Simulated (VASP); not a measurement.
Set up this calculation in VASP 6.6.1, as the native input.

| Property | Result |
| --- | --- |
| Task | molecular dynamics |
| Functional | PBE |
| Potentials or basis | VASP PAW PBE potentials, release 64 (O, H, S) |
| Cutoff | 520 eV |
| k mesh | 1 × 1 × 1 |
| Occupations | fermi-dirac, width 0.02 eV |
| Spin | no spin polarisation |
| Dipole correction | no |
| Further INCAR settings | LREAL = Auto; ALGO = Normal; EDIFF = 1e-05; ISYM = 0; IBRION = 0; POTIM = 0.5; NSW = 40 |

The structure of H12SO8 lies in POSCAR:

```
H12SO8
1.0
    6.3330260000      0.0000000000      0.0000000000
    0.0000000000      6.3330260000      0.0000000000
    0.0000000000      0.0000000000      6.3330260000
O H S
8 12 1
Direct
    0.3629668200      0.6046843800      0.8120619600
    0.6222153600      0.0503489700      0.9217253700
    0.9790145900      0.3537405300      0.5002288100
    0.4465062400      0.7769599400      0.4447141400
    0.3749569600      0.2204420200      0.6243037100
    0.2168015800     -0.0804704000      0.1116802400
    0.8375656600      0.5414129800      0.0133347800
    0.5923706600      0.3781635100      0.2655338000
    0.4946416500      0.6256122400      0.8897364900
    0.3856455000      0.6877849000      0.6767949700
    0.5517789700      0.0964522800      0.7866847800
    0.7477720500     -0.0312304900      0.8840926000
    1.1167871700      0.2846316000      0.5259387600
    0.9870705100      0.4834276000      0.5811716600
    0.3446104300      0.8358169900      0.3396464200
    0.5071760500      0.6552486600      0.3712636500
    0.4605065900      0.2459025300      0.4975675200
    0.3764223300      0.3595268800      0.7002518300
    0.3440518700     -0.0101831700      0.0560750500
    0.2095195800     -0.2059937300      0.0196316100
    0.7907739300      0.3564363700      0.1458724500
```

These files were run (other wordings do the same):

INCAR

```
SYSTEM = H12SO8
ALGO = Normal ; EDIFF = 1E-5
ENCUT = 520 ; GGA = PE
IBRION = 0 ; ISIF = 2
ISMEAR = -1 ; ISYM = 0
LANGEVIN_GAMMA = 20 20 20 ; LASPH = .TRUE.
LCHARG = .TRUE. ; LREAL = Auto
LWAVE = .FALSE. ; MDALGO = 3
NELM = 60 ; NELMIN = 4
NSW = 40 ; POTIM = 0.5
PREC = Accurate ; RANDOM_SEED = 131830 0 0
SIGMA = 0.02 ; TEBEG = 500.0
TEEND = 500.0
```

KPOINTS

```
k-points
0
G
  1 1 1
  0 0 0
```

Potentials or basis: VASP PAW PBE potentials, release 64 (O, H, S).

Launch:

```bash
$ cat potpaw_PBE.64/O/POTCAR potpaw_PBE.64/H/POTCAR potpaw_PBE.64/S/POTCAR > POTCAR
$ mpirun -np 1 vasp_gam > vasp.out
```

Run time: 7.9 min on 1 thread of Intel Xeon 6975P-C, with other jobs on the host, peak memory 0.33 GiB.
